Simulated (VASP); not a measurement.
# Ca4AlO (I422) in VASP: notebook, part 2 of 2

VASP 6.6.1. Earlier steps stand in the parts before.

## (4) Relaxation of cell and atoms, PBE

Input file INCAR:

```
SYSTEM = Ca4AlO
PREC     = Accurate       ! precision mode
ENCUT    = 600            ! plane-wave cutoff, eV
EDIFF    = 1E-6           ! SCF threshold, eV
ISMEAR   = 0              ! smearing method
SIGMA    = 0.1            ! smearing width, eV
LREAL    = .FALSE.        ! projectors in reciprocal space
LASPH    = .TRUE.         ! aspherical terms in the spheres
NELM     = 60             ! most SCF steps
ALGO     = Normal         ! electronic algorithm
ISIF     = 3              ! what is computed and relaxed
LWAVE    = .FALSE.        ! write WAVECAR
LCHARG   = .FALSE.        ! write CHGCAR
GGA      = PE             ! functional
IBRION   = 2              ! ionic algorithm
NSW      = 90             ! ionic steps
EDIFFG   = -0.04          ! ionic threshold
```

Input file KPOINTS:

```
Automatic mesh
0
G
  4 4 4
  0 0 0
```

Input file POSCAR:

```
Ca4AlO
1.0
   -3.4437377100      3.4437377100      2.6967871300
    3.4437377100     -3.4437377100      2.6967871300
    3.4437377100      3.4437377100     -2.6967871300
Ca Al O
4 1 1
Direct
    0.4041354700      0.9041354700      0.8082709300
    0.0958645300      0.5958645300      0.1917290700
    0.5958645300      0.4041354700      0.5000000000
    0.9041354700      0.0958645300      0.5000000000
    0.5000000000      0.5000000000      0.0000000000
    0.0000000000      0.0000000000      0.0000000000
```

Potentials or basis: VASP PAW PBE potentials, release 64 (Ca_sv, Al, O).

On the command line:

```console
> cat potpaw_PBE.64/Ca_sv/POTCAR potpaw_PBE.64/Al/POTCAR potpaw_PBE.64/O/POTCAR > POTCAR
> mpirun -np 1 vasp_std > vasp.out
```

OUTCAR:

```text
SYSTEM = Ca4AlO
   PREC = Accurate
   ENCUT = 600
   EDIFF = 1E-6
   ISMEAR = 0
   LREAL = .FALSE.
   LASPH = .TRUE.
   NELM = 60
   ISIF = 3
   GGA = PE
   IBRION = 2
   NSW = 90
   EDIFFG = -0.04

 ion  position               nearest neighbor table
   1  0.404  0.904  0.808-   5 2.94   5 2.94   2 3.00
   2  0.096  0.596  0.192-   5 2.94   5 2.94   1 3.00
   3  0.596  0.404  0.500-   5 2.94   5 2.94   4 3.00
   4  0.904  0.096  0.500-   5 2.94   5 2.94   3 3.00
   5  0.500  0.500  0.000-   4 2.94   3 2.94   3 2.94   4 2.94   1 2.94   2 2.94   1 2.94   2 2.94

   6  0.000  0.000  0.000-

  LATTYP: Found a body centered tetragonal cell.
 ALAT       =     6.8874754200
 C/A-ratio  =     0.7830988760

  Lattice vectors:

 A1 = (  -3.4437377100,   3.4437377100,   2.6967871300)
 A2 = (   3.4437377100,  -3.4437377100,   2.6967871300)
 A3 = (   3.4437377100,   3.4437377100,  -2.6967871300)

Analysis of symmetry for initial positions (statically):
=====================================================================
 Subroutine PRICEL returns:
 Original cell was already a primitive cell.

 Routine SETGRP: Setting up the symmetry group for a
 body centered tetragonal supercell.

 Subroutine GETGRP returns: Found  8 space group operations
 (whereof  8 operations were pure point group operations)
 out of a pool of 16 trial point group operations.

The static configuration has the point symmetry D_4 .

Analysis of symmetry for dynamics (positions and initial velocities):
=====================================================================
 Subroutine PRICEL returns:
 Original cell was already a primitive cell.

 Routine SETGRP: Setting up the symmetry group for a
 body centered tetragonal supercell.

 Subroutine GETGRP returns: Found  8 space group operations
 (whereof  8 operations were pure point group operations)
 out of a pool of 16 trial point group operations.

The dynamic configuration has the point symmetry D_4 .

 Subroutine INISYM returns: Found  8 space group operations
 (whereof  8 operations are pure point group operations),
 and found     1 'primitive' translations

----------------------------------------------------------------------------------------

                                     Primitive cell

  volume of cell :     127.9283

  direct lattice vectors                    reciprocal lattice vectors
    -3.443737710  3.443737710  2.696787130     0.000000000  0.145191081  0.185405809
     3.443737710 -3.443737710  2.696787130     0.145191081  0.000000000  0.185405809
     3.443737710  3.443737710 -2.696787130     0.145191081  0.145191081  0.000000000

  length of vectors
     5.566984790  5.566984790  5.566984790     0.235490475  0.235490475  0.205331196

  position of ions in fractional coordinates (direct lattice)
     0.404135470  0.904135470  0.808270930
     0.095864530  0.595864530  0.191729070
     0.595864530  0.404135470  0.500000000
     0.904135470  0.095864530  0.500000000
     0.500000000  0.500000000  0.000000000
     0.000000000  0.000000000  0.000000000

  ion indices of the primitive-cell ions
   primitive index   ion index
                 1           1
                 2           2
                 3           3
                 4           4
                 5           5
                 6           6

----------------------------------------------------------------------------------------

 KPOINTS: Automatic mesh

Automatic generation of k-mesh.
 Grid dimensions read from file:
 generate k-points for:    4    4    4

 Generating k-lattice:

[... 22 lines left out ...]
  0.500000  0.250000 -0.000000     16.000000
 -0.250000  0.250000  0.000000      4.000000
  0.500000  0.500000  0.000000      2.000000
  0.250000  0.250000  0.250000      2.000000
 -0.250000  0.250000  0.250000      4.000000
  0.500000  0.500000  0.250000      4.000000
 -0.250000  0.500000  0.250000      8.000000
 -0.250000 -0.250000  0.250000      2.000000
  0.500000  0.500000  0.500000      1.000000
   k-points           NKPTS =     13   k-points in BZ     NKDIM =     13   number of bands    NBANDS=     29
   number of dos      NEDOS =    301   number of ions     NIONS =      6
   total plane-waves  NPLWV = 110592
   dimension x,y,z NGX =    48 NGY =   48 NGZ =   48
   dimension x,y,z NGXF=    96 NGYF=   96 NGZF=   96
   ions per type =               4   1   1
   NGX,Y,Z   is equivalent  to a cutoff of  14.33, 14.33, 14.33 a.u.
   NGXF,Y,Z  is equivalent  to a cutoff of  28.67, 28.67, 28.67 a.u.
 SYSTEM =  Ca4AlO
   PREC   = accura    normal or accurate (medium, high low for compatibility)
   ISTART =      0    job   : 0-new  1-cont  2-samecut
   ICHARG =      2    charge: 1-file 2-atom 10-const
   ISPIN  =      1    spin polarized calculation?
   LNONCOLLINEAR =      F non collinear calculations
   LSORBIT =      F    spin-orbit coupling
   LASPH  =      T    aspherical Exc in radial PAW
   ENCUT  =  600.0 eV  44.10 Ry    6.64 a.u.  11.12 11.12 11.12*2*pi/ulx,y,z
   NELM   =     60;   NELMIN=  2; NELMDL= -5     # of ELM steps
   EDIFF  = 0.1E-05   stopping-criterion for ELM
   LREAL  =      F    real-space projection
   EDIFFG = -.4E-01   stopping-criterion for IOM
   NSW    =     90    number of steps for IOM
   IBRION =      2    ionic relax: 0-MD 1-quasi-New 2-CG
   NFREE  =      1    steps in history (QN), initial steepest desc. (CG)
   ISIF   =      3    stress and relaxation
   ISYM   =      2    0-nonsym 1-usesym 2-fastsym
   POTIM  = 0.5000    time-step for ionic-motion
   TEBEG  =    0.0;   TEEND  =   0.0 temperature during run
   PSTRESS=    0.0 pullay stress
   NELECT =      49.0000    total number of electrons
   NUPDOWN=      -1.0000    fix difference up-down
   EMIN   =  10.00;   EMAX   =-10.00  energy-range for DOS
   EFERMI =   0.00;   METHOD = LEGACY
   ISMEAR =     0;   SIGMA  =   0.10  broadening in eV -4-tet -1-fermi 0-gaus
   EFERMI_NEDOS =   21; number of points for ismear=-14 and -15
   IALGO  =     38    algorithm
   IMIX   =      4    mixing-type and parameters
     AMIX     =   0.40;   BMIX     =  1.00
     AMIX_MAG =   1.60;   BMIX_MAG =  1.00
  volume/ion in A,a.u.               =      21.32       143.88
  Fermi-wavevector in a.u.,A,eV,Ry     =   1.188916  2.246726 19.232132  1.413522
  Thomas-Fermi vector in A             =   2.325035
   LORBIT       =      0    0 simple, 1 ext, 2 COOP (PROOUT), +10 PAW based schemes
   GGA     = PE    functional components
   LHFCALC =     F    Hartree Fock is set to
   AEXX    =    0.0000 exact exchange contribution
   IVDW    =     0    specifies the selected vdW correction
   LEPSILON=     F    determine dielectric tensor
   LRPA    =     F    only Hartree local field effects (RPA)
 conjugate gradient relaxation of ions
 non-spin polarized calculation
 Gauss-broadening in eV      SIGMA  =   0.10
  energy-cutoff  :      600.00
  volume of cell :      127.93
 maximum number of plane-waves:      4311
 NGX is ok and might be reduce to    48
   NGX = 23   NGY = 23   NGZ = 23

--------------------------------------- Ionic step        1  -------------------------------------------

 number of electron      49.0000004 magnetization

 Free energy of the ion-electron system (eV)
  ---------------------------------------------------
  ext. energy  EPLUGINS =         0.00000000
  ---------------------------------------------------
  free energy    TOTEN  =       -17.09135751 eV

  energy without entropy =      -17.05793280  energy(sigma->0) =      -17.07464515

 E-fermi :   4.6340     XC(G=0):  -9.5966

 val. band max:        4.6078257202   @ k =  -0.2500   0.2500   0.2500
 cond. band min:       4.6359710830   @ k =   0.2500   0.2500   0.0000
 fundamental gap:      0.0281453628
 Fermi energy:         4.6339564898

 k-point     1 :       0.0000    0.0000    0.0000
  band No.  band energies     occupation
      1     -36.4062      2.00000
      2     -36.3307      2.00000
      3     -36.2680      2.00000
      4     -36.2680      2.00000
      5     -17.7309      2.00000
      6     -17.7236      2.00000
[... 518 lines left out ...]
  FREE ENERGIE OF THE ION-ELECTRON SYSTEM (eV)
  ---------------------------------------------------
  free  energy   TOTEN  =       -18.5609831193 eV

  energy  without entropy=      -18.5379961419  energy(sigma->0) =      -18.54948963

[... ionic steps 4 to 7 ...]

--------------------------------------- Ionic step        8  -------------------------------------------

 number of electron      49.0000004 magnetization

------------------------ aborting loop because EDIFF is reached ----------------------------------------
[... 75 lines left out ...]
--------------------------------------- Ionic step       10  -------------------------------------------

 number of electron      49.0000005 magnetization

 Free energy of the ion-electron system (eV)
  ---------------------------------------------------
  ext. energy  EPLUGINS =         0.00000000
  ---------------------------------------------------
  free energy    TOTEN  =       -19.00121903 eV

  energy without entropy =      -18.98745218  energy(sigma->0) =      -18.99433561

 E-fermi :   3.1189     XC(G=0):  -8.5889

 val. band max:        3.0582723091   @ k =   0.2500   0.2500   0.0000
 cond. band min:       3.2266536421   @ k =   0.5000   0.2500  -0.0000
 fundamental gap:      0.1683813330
 Fermi energy:         3.1189181423

 k-point     1 :       0.0000    0.0000    0.0000
  band No.  band energies     occupation
      1     -38.5097      2.00000
      2     -38.4775      2.00000
      3     -38.4759      2.00000
      4     -38.4759      2.00000
      5     -19.6678      2.00000
      6     -19.5940      2.00000
[... 438 lines left out ...]
  FREE ENERGIE OF THE ION-ELECTRON SYSTEM (eV)
  ---------------------------------------------------
  free  energy   TOTEN  =       -19.0012190306 eV

  energy  without entropy=      -18.9874521820  energy(sigma->0) =      -18.99433561

 reached required accuracy - stopping structural energy minimisation
```

Wall time 18 min (1 thread of AMD EPYC 7R43 (Zen 3), shared host); peak memory 0.33 GiB.

Results:

```
Free energy                           : -19.0012 eV
Relaxed volume                        : 27.49 Å³/atom
Relaxed cell                          : a = 5.985 Å, b = 5.985 Å, c = 5.985 Å, α = 108.91°, β = 108.91°, γ = 110.61°
Space group after relaxing (to 0.1 Å) : I422 (No. 97)
Energy gained by relaxing             : 318.3 meV/atom
Ionic steps                           : 10
Pressure after relaxing               : -0.1 GPa
Largest force after relaxing          : 0.036 eV/Å
Band gap on the k mesh                : zero (an odd number of electrons rules out a gap without spin polarisation)
```

Forces on the atoms (eV/Å):
```
Ca   0.025  0.025  0.000
Ca  -0.025 -0.025  0.000
Ca   0.025 -0.025  0.000
Ca  -0.025  0.025  0.000
Al   0.000  0.000  0.000
O    0.000  0.000  0.000
```

Step by step:
```
step  energy change (eV)  largest force (eV/Å)  pressure (GPa)  volume (Å³)
   1              0.0000                1.3968           11.95       127.93
   2             -1.4266                0.6763            0.87       159.69
   3             -1.4696                0.5504           -0.74       167.64
   4             -1.5730                0.4441           -0.50       166.28
   5             -1.7743                0.1962            0.43       161.92
   6             -1.8022                0.0297            2.94       152.06
   7             -1.8406                0.0420            1.85       156.06
   8             -1.9087                0.0463           -0.06       164.72
   9             -1.9088                0.0462           -0.12       165.03
  10             -1.9099                0.0356           -0.09       164.95
```

Final structure:
```
Ca Al O
1.0
    -3.47927    3.47927    3.40663
     3.47927   -3.47927    3.40663
     3.47927    3.47927   -3.40663
Ca Al O
4 1 1
Direct
  0.44036 0.94036 0.88072
  0.05964 0.55964 0.11928
  0.55964 0.44036 0.50000
  0.94036 0.05964 0.50000
  0.50000 0.50000 0.00000
  0.00000 0.00000 0.00000
```

Caveat: the k points lie up to 0.32 Å⁻¹ apart in the final cell, too coarse for converged energies and pressures of a metal; the volume moved by over 15 % at a fixed basis, so the end points are rough; an odd number of electrons without spin polarisation forces a metal; a magnetic or distorted state may lie lower.

## (5) Single point, PBE

This run uses another cell than the first one, of 27.57 Å³/atom.

Input file INCAR:

```
SYSTEM = Ca4AlO
PREC     = Accurate       ! precision mode
ENCUT    = 520            ! plane-wave cutoff, eV
EDIFF    = 1E-7           ! SCF threshold, eV
ISMEAR   = 0              ! smearing method
SIGMA    = 0.1            ! smearing width, eV
LREAL    = .False.        ! projectors in reciprocal space
LASPH    = .True.         ! aspherical terms in the spheres
NELM     = 60             ! most SCF steps
ALGO     = Normal         ! electronic algorithm
ISIF     = 2              ! what is computed and relaxed
LWAVE    = .False.        ! write WAVECAR
LCHARG   = .True.         ! write CHGCAR
GGA      = PE             ! functional
LELF     = .True.         ! ELF
LVHAR    = .True.       
NBANDS   = 34             ! bands
```

Input file KPOINTS:

```
regular mesh
0
Gamma
  8 8 8
  0 0 0
```

Input file POSCAR:

```
Ca4AlO
1.0
   -3.4762526180      3.4762526180      3.4227616568
    3.4762526180     -3.4762526180      3.4227616568
    3.4762526180      3.4762526180     -3.4227616568
Ca Al O
4 1 1
Direct
    0.4424192272      0.9424192272      0.8848384545
    0.0575807728      0.5575807728      0.1151615455
    0.5575807728      0.4424192272      0.5000000000
    0.9424192272      0.0575807728      0.5000000000
    0.5000000000      0.5000000000      0.0000000000
    0.0000000000      0.0000000000      0.0000000000
```

On the command line:

```console
> cat potpaw_PBE.64/Ca_sv/POTCAR potpaw_PBE.64/Al/POTCAR potpaw_PBE.64/O/POTCAR > POTCAR
> mpirun -np 1 vasp_std > vasp.out
```

It took 14 min on 1 thread of AMD EPYC 7R43 (Zen 3), shared host; peak memory 0.45 GiB.

The run converged. Its results:

```
Free energy            : -19.0334 eV
Pressure               : 0.0 GPa
Largest force          : 0.003 eV/Å
Band gap on the k mesh : zero (an odd number of electrons rules out a gap without spin polarisation)
```

Forces in eV/Å, atoms in the order of the input:
```
Ca  -0.002 -0.002  0.000
Ca   0.002  0.002  0.000
Ca  -0.002  0.002  0.000
Ca   0.002 -0.002  0.000
Al   0.000  0.000  0.000
O    0.000  0.000  0.000
```

Levels at points of the mesh, in eV from the Fermi level:
| k point | band 22 | band 23 | band 24 | band 25 | band 26 | band 27 | band 28 | band 29 |
| --- | --- | --- | --- | --- | --- | --- | --- | --- |
| (0.00, 0.00, 0.00) | -1.64 | -0.39 | -0.39 | -0.23 | 0.67 | 0.67 | 0.93 | 1.32 |
| (0.50, 0.00, 0.00) | -2.31 | -1.29 | -0.36 | -0.35 | 0.67 | 0.75 | 0.95 | 1.36 |
| (0.50, 0.50, 0.00) | -1.88 | -0.76 | 0.15 | 0.17 | 0.42 | 0.56 | 0.66 | 1.52 |
| (0.50, 0.50, 0.50) | -1.58 | -1.58 | -0.81 | -0.64 | 0.78 | 1.03 | 1.73 | 1.73 |

Caveat: an odd number of electrons without spin polarisation forces a metal; a magnetic or distorted state may lie lower.

## (6) The runs side by side

```tsv
task	cell	k mesh	cutoff (eV)	gap on the mesh (eV)	pressure (GPa)	largest force (eV/Å)
single point	a = 5.567 Å, angles 103.6, 103.6, 122.1°, 6 atoms, atomic positions A	4 × 4 × 4	520	none	11.9	1.40
single point	a = 5.992 Å, angles 109.0, 109.0, 110.3°, 6 atoms, atomic positions B	4 × 4 × 4	520	none	0.0	0.02
relaxation of cell and atoms	relaxed from a = 5.567 Å, angles 103.6, 103.6, 122.1°, 6 atoms, atomic positions A	4 × 4 × 4	600	none	-0.1	0.04
single point	a = 5.990 Å, angles 109.1, 109.1, 110.3°, 6 atoms, atomic positions C	8 × 8 × 8	520	none	0.0	-
```

Alike in all rows: level PBE; potentials or basis VASP PAW PBE potentials, release 64 (Ca_sv, Al, O); no spin polarisation; smearing gaussian 0.1 eV.

Caveats: some runs use coarse meshes; an odd number of electrons without spin polarisation forces a metal; a magnetic or distorted state may lie lower; the volume moved by over 15 % at a fixed basis, so the end points are rough (at least some runs).

Total energies depend on the potentials used, so only differences within one code and one set of settings carry meaning.
